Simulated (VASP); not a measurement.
# Be in VASP: single point with PBEsol

Aim: the single point of Be with PBEsol.

All numbers are computed with VASP 6.6.1; they aren't measurements. Logs are shortened: lines on timing, memory, paths and dates and some standing lists are left out, and cuts for length are marked.

## (1) The cell of the first run

The cell holds a slab with vacuum, 12 atoms: a = 2.300 Å, b = 3.601 Å, c = 31.285 Å, α = 90.00°, β = 90.00°, γ = 90.00°.

## (2) Single point, PBEsol

INCAR reads:

```
ALGO = Normal
DIPOL = 0.5 0.5 0.498
EDIFF = 1E-6
ENCUT = 520
GGA = PS
IDIPOL = 3
ISIF = 2
ISMEAR = 0
LASPH = T
LCHARG = T
LDIPOL = T
LELF = T
LREAL = F
LVACPOTAV = T
LVHAR = T
LWAVE = F
NBANDS = 24
NELM = 60
PREC = Accurate
SIGMA = 0.1
```

KPOINTS reads:

```
k-points
0
Gamma
  11 7 1
```

POSCAR reads:

```
Be
1.0
    2.2995019800      0.0000000000      0.0000000000
    0.0000000000      3.6009000000      0.0000000000
    0.0000000000      0.0000000000     31.2847539370
Be
12
Direct
    0.0000000000      0.2500000000      0.3196445150
    0.0000000000      0.7500000000      0.3620811014
    0.5000000000      0.2500000000      0.3832993899
    0.5000000000      0.7500000000      0.4257359762
    0.0000000000      0.2500000000      0.4469542741
    0.0000000000      0.7500000000      0.4893908511
    0.5000000000      0.2500000000      0.5091927731
    0.5000000000      0.7500000000      0.5516959584
    0.0000000000      0.2500000000      0.5708162991
    0.0000000000      0.7500000000      0.6150077058
    0.5000000000      0.2500000000      0.6339483103
    0.5000000000      0.7500000000      0.6736845202
```

Potentials or basis: VASP PAW PBE potentials, release 64 (Be).

Launch:

```
$ cat potpaw_PBE.64/Be/POTCAR > POTCAR
$ mpirun -np 1 vasp_std > vasp.out
```

OUTCAR:

```text
EDIFF = 1E-6
   ENCUT = 520
   GGA = PS
   ISIF = 2
   ISMEAR = 0
   LASPH = T
   LREAL = F
   NELM = 60
   PREC = Accurate

 ion  position               nearest neighbor table
   1  0.000  0.250  0.320-   2 2.24   2 2.24   3 2.30   3 2.30
   2  0.000  0.750  0.362-   3 2.24   3 2.24   3 2.24   3 2.24   1 2.24   1 2.24   4 2.30   4 2.30

   3  0.500  0.250  0.383-   2 2.24   2 2.24   2 2.24   2 2.24   4 2.24   4 2.24   1 2.30   1 2.30
                             5 2.30   5 2.30
   4  0.500  0.750  0.426-   3 2.24   3 2.24   5 2.24   5 2.24   5 2.24   5 2.24   2 2.30   2 2.30
                             6 2.30   6 2.30
   5  0.000  0.250  0.447-   6 2.24   6 2.24   4 2.24   4 2.24   4 2.24   4 2.24   7 2.26   7 2.26
                             3 2.30   3 2.30
   6  0.000  0.750  0.489-   7 2.22   7 2.22   7 2.22   7 2.22   5 2.24   5 2.24   8 2.26   8 2.26
                             4 2.30   4 2.30
   7  0.500  0.250  0.509-   6 2.22   6 2.22   6 2.22   6 2.22   8 2.24   8 2.24   9 2.24   9 2.24
                             5 2.26   5 2.26
   8  0.500  0.750  0.552-   9 2.22   9 2.22   9 2.22   9 2.22   7 2.24   7 2.24   6 2.26   6 2.26
                            10 2.29  10 2.29
   9  0.000  0.250  0.571-   8 2.22   8 2.22   8 2.22   8 2.22   7 2.24   7 2.24  10 2.27  10 2.27
                            11 2.29  11 2.29
  10  0.000  0.750  0.615-  12 2.17  12 2.17  11 2.22  11 2.22  11 2.22  11 2.22   9 2.27   9 2.27
                             8 2.29   8 2.29
  11  0.500  0.250  0.634-  12 2.19  12 2.19  10 2.22  10 2.22  10 2.22  10 2.22   9 2.29   9 2.29

  12  0.500  0.750  0.674-  10 2.17  10 2.17  11 2.19  11 2.19

  LATTYP: Found a simple orthorhombic cell.
 ALAT       =     2.2995019800
 B/A-ratio  =     1.5659477710
 C/A-ratio  =    13.6050128285

  Lattice vectors:

 A1 = (   2.2995019800,   0.0000000000,   0.0000000000)
 A2 = (   0.0000000000,   3.6009000000,   0.0000000000)
 A3 = (   0.0000000000,   0.0000000000,  31.2847539370)

Analysis of symmetry for initial positions (statically):
=====================================================================
 Subroutine PRICEL returns:
 Original cell was already a primitive cell.

 Routine SETGRP: Setting up the symmetry group for a
 simple orthorhombic supercell.

 Subroutine GETGRP returns: Found  4 space group operations
 (whereof  2 operations were pure point group operations)
 out of a pool of  8 trial point group operations.

The static configuration has the point symmetry C_1h.
 The point group associated with its full space group is C_2v.

Analysis of symmetry for dynamics (positions and initial velocities):
=====================================================================
 Subroutine PRICEL returns:
 Original cell was already a primitive cell.

 Routine SETGRP: Setting up the symmetry group for a
 simple orthorhombic supercell.

 Subroutine GETGRP returns: Found  4 space group operations
 (whereof  2 operations were pure point group operations)
 out of a pool of  8 trial point group operations.

The dynamic configuration has the point symmetry C_1h.
 The point group associated with its full space group is C_2v.

 Subroutine INISYM returns: Found  4 space group operations
 (whereof  2 operations are pure point group operations),
 and found     1 'primitive' translations

----------------------------------------------------------------------------------------

                                     Primitive cell

  volume of cell :     259.0464

  direct lattice vectors                    reciprocal lattice vectors
     2.299501980  0.000000000  0.000000000     0.434876773  0.000000000  0.000000000
     0.000000000  3.600900000  0.000000000     0.000000000  0.277708351  0.000000000
     0.000000000  0.000000000 31.284753937     0.000000000  0.000000000  0.031964452

  length of vectors
     2.299501980  3.600900000 31.284753937     0.434876773  0.277708351  0.031964452

  position of ions in fractional coordinates (direct lattice)
     0.000000000  0.250000000  0.319644515
     0.000000000  0.750000000  0.362081101
     0.500000000  0.250000000  0.383299390
     0.500000000  0.750000000  0.425735976
     0.000000000  0.250000000  0.446954274
     0.000000000  0.750000000  0.489390851
     0.500000000  0.250000000  0.509192773
     0.500000000  0.750000000  0.551695958
     0.000000000  0.250000000  0.570816299
     0.000000000  0.750000000  0.615007706
[... 33 lines left out ...]
  Length of vectors
     0.039534252  0.039672622  0.031964452

  Shift w.r.t. Gamma in fractional coordinates (k-lattice)
     0.000000000  0.000000000  0.000000000

 Subroutine IBZKPT returns following result:
 ===========================================

 Found     24 irreducible k-points:

 Following reciprocal coordinates:
            Coordinates               Weight
  0.000000  0.000000  0.000000      1.000000
  0.090909  0.000000  0.000000      2.000000
  0.181818  0.000000  0.000000      2.000000
  0.272727  0.000000  0.000000      2.000000
  0.363636  0.000000  0.000000      2.000000
  0.454545  0.000000  0.000000      2.000000
[... 16 lines left out ...]
  0.363636  0.428571  0.000000      4.000000
  0.454545  0.428571  0.000000      4.000000
   k-points           NKPTS =     24   k-points in BZ     NKDIM =     24   number of bands    NBANDS=     24
   number of dos      NEDOS =    301   number of ions     NIONS =     12
   total plane-waves  NPLWV = 120960
   dimension x,y,z NGX =    18 NGY =   28 NGZ =  240
   dimension x,y,z NGXF=    36 NGYF=   56 NGZF=  480
   ions per type =              12
   NGX,Y,Z   is equivalent  to a cutoff of  13.01, 12.93, 12.75 a.u.
   NGXF,Y,Z  is equivalent  to a cutoff of  26.03, 25.85, 25.51 a.u.
 SYSTEM =  unknown system
   PREC   = accura    normal or accurate (medium, high low for compatibility)
   ISTART =      0    job   : 0-new  1-cont  2-samecut
   ICHARG =      2    charge: 1-file 2-atom 10-const
   ISPIN  =      1    spin polarized calculation?
   LNONCOLLINEAR =      F non collinear calculations
   LSORBIT =      F    spin-orbit coupling
   LASPH  =      T    aspherical Exc in radial PAW
   ENCUT  =  520.0 eV  38.22 Ry    6.18 a.u.   4.28  6.70 58.17*2*pi/ulx,y,z
   NELM   =     60;   NELMIN=  2; NELMDL= -5     # of ELM steps
   EDIFF  = 0.1E-05   stopping-criterion for ELM
   LREAL  =      F    real-space projection
   EDIFFG = 0.1E-04   stopping-criterion for IOM
   NSW    =      0    number of steps for IOM
   IBRION =     -1    ionic relax: 0-MD 1-quasi-New 2-CG
   NFREE  =      0    steps in history (QN), initial steepest desc. (CG)
   ISIF   =      2    stress and relaxation
   ISYM   =      2    0-nonsym 1-usesym 2-fastsym
   POTIM  = 0.5000    time-step for ionic-motion
   TEBEG  =    0.0;   TEEND  =   0.0 temperature during run
   PSTRESS=    0.0 pullay stress
   NELECT =      24.0000    total number of electrons
   NUPDOWN=      -1.0000    fix difference up-down
   EMIN   =  10.00;   EMAX   =-10.00  energy-range for DOS
   EFERMI =   0.00;   METHOD = LEGACY
   ISMEAR =     0;   SIGMA  =   0.10  broadening in eV -4-tet -1-fermi 0-gaus
   EFERMI_NEDOS =   21; number of points for ismear=-14 and -15
   IALGO  =     38    algorithm
   IMIX   =      4    mixing-type and parameters
     AMIX     =   0.40;   BMIX     =  1.00
     AMIX_MAG =   1.60;   BMIX_MAG =  1.00
  volume/ion in A,a.u.               =      21.59       145.68
  Fermi-wavevector in a.u.,A,eV,Ry     =   0.740775  1.399861  7.466155  0.548747
  Thomas-Fermi vector in A             =   1.835257
   LORBIT       =      0    0 simple, 1 ext, 2 COOP (PROOUT), +10 PAW based schemes
   GGA     = PS    functional components
   LHFCALC =     F    Hartree Fock is set to
   AEXX    =    0.0000 exact exchange contribution
   IVDW    =     0    specifies the selected vdW correction
   LEPSILON=     F    determine dielectric tensor
   LRPA    =     F    only Hartree local field effects (RPA)
 non-spin polarized calculation
 Gauss-broadening in eV      SIGMA  =   0.10
  energy-cutoff  :      520.00
  volume of cell :      259.05
 maximum number of plane-waves:      7030
 NGX is ok and might be reduce to    18
   NGX =  9   NGY = 13   NGZ =117

 dipolmoment           0.000000      0.000000      0.005618 electrons x Angstroem

 number of electron      24.0000000 magnetization

 dipolmoment           0.000000      0.000000     -0.001886 electrons x Angstroem

 Free energy of the ion-electron system (eV)
  ---------------------------------------------------
  ext. energy  EPLUGINS =         0.00000000
  ---------------------------------------------------
  free energy    TOTEN  =       -44.24759213 eV

  energy without entropy =      -44.23239134  energy(sigma->0) =      -44.23999174

 E-fermi :  -0.4217     XC(G=0):  -4.7630

 val. band max:       -0.4540725158   @ k =   0.3636   0.0000   0.0000
 cond. band min:      -0.4066414776   @ k =   0.2727   0.1429   0.0000
 fundamental gap:      0.0474310382
 Fermi energy:        -0.4217497203

 k-point     1 :       0.0000    0.0000    0.0000
  band No.  band energies     occupation
      1     -11.3518      2.00000
      2     -10.6565      2.00000
      3      -9.7180      2.00000
      4      -8.4442      2.00000
      5      -6.9416      2.00000
      6      -5.6722      2.00000
[... 637 lines left out ...]
     23       4.7497      0.00000
     24       4.9225      0.00000

------------------------ aborting loop because EDIFF is reached ----------------------------------------

  FORCE on cell =-STRESS in cart. coord.  units (eV):
  Direction    XX          YY          ZZ          XY          YZ          ZX
  --------------------------------------------------------------------------------------
  -------------------------------------------------------------------------------------
  Total       -7.8258166     -2.2327946     -1.3687104      0.0000000      0.0000000      0.0000000
  in kB      -48.4019271    -13.8096209     -8.4653430      0.0000000      0.0000000      0.0000000
  external PRESSURE =     -23.5589637 kB  Pullay stress =       0.0000000 kB

 VOLUME and BASIS-vectors are now :
 -----------------------------------------------------------------------------
  energy-cutoff  :      520.00
  volume of cell :      259.05
      direct lattice vectors                 reciprocal lattice vectors
     2.299501980  0.000000000  0.000000000     0.434876773  0.000000000  0.000000000
     0.000000000  3.600900000  0.000000000     0.000000000  0.277708351  0.000000000
     0.000000000  0.000000000 31.284753937     0.000000000  0.000000000  0.031964452

 POSITION                                       TOTAL-FORCE (eV/Angst)
 -----------------------------------------------------------------------------------
      0.00000      0.90023     10.00000         0.000000      0.000000      0.521038
      0.00000      2.70068     11.32762         0.000000      0.000000      0.029882
      1.14975      0.90023     11.99143         0.000000      0.000000     -0.458944
      1.14975      2.70068     13.31905         0.000000      0.000000      0.176536
      0.00000      0.90023     13.98285         0.000000      0.000000     -0.152434
      0.00000      2.70068     15.31047         0.000000      0.000000     -0.142953
      1.14975      0.90023     15.92997         0.000000      0.000000      0.002193
      1.14975      2.70068     17.25967         0.000000      0.000000      0.020092
      0.00000      0.90023     17.85785         0.000000      0.000000      0.003621
      0.00000      2.70068     19.24036         0.000000      0.000000     -0.047982
      1.14975      0.90023     19.83292         0.000000      0.000000     -0.001046
      1.14975      2.70068     21.07605         0.000000      0.000000      0.049996
 -----------------------------------------------------------------------------------
    total drift:                               -0.000000      0.000000      0.000001

  FREE ENERGIE OF THE ION-ELECTRON SYSTEM (eV)
  ---------------------------------------------------
  free  energy   TOTEN  =       -44.2475921306 eV

  energy  without entropy=      -44.2323913420  energy(sigma->0) =      -44.23999174

 vacuum level on the upper side and lower side of the slab         4.413         4.455
```

Run time: 3.1 min. Hardware: 1 thread of Intel Xeon Platinum 8488C (Sapphire Rapids), shared host; peak memory 0.36 GiB.

Results:

```yaml
Free_energy: -44.2476 eV
Largest_force: 0.521 eV/Å
Band_gap_on_the_k_mesh: zero (band 12 reaches 0.64 eV, above the bottom of band 13 at -0.91 eV)
```

Forces in eV/Å, atoms in the order of the input:
```
Be   0.000  0.000  0.521
Be   0.000  0.000  0.030
Be   0.000  0.000 -0.459
Be   0.000  0.000  0.177
Be   0.000  0.000 -0.152
Be   0.000  0.000 -0.143
Be   0.000  0.000  0.002
Be   0.000  0.000  0.020
Be   0.000  0.000  0.004
Be   0.000  0.000 -0.048
Be   0.000  0.000 -0.001
Be   0.000  0.000  0.050
```

Caveat: the PAW data sets were made with another functional, which shifts forces and pressure a little.
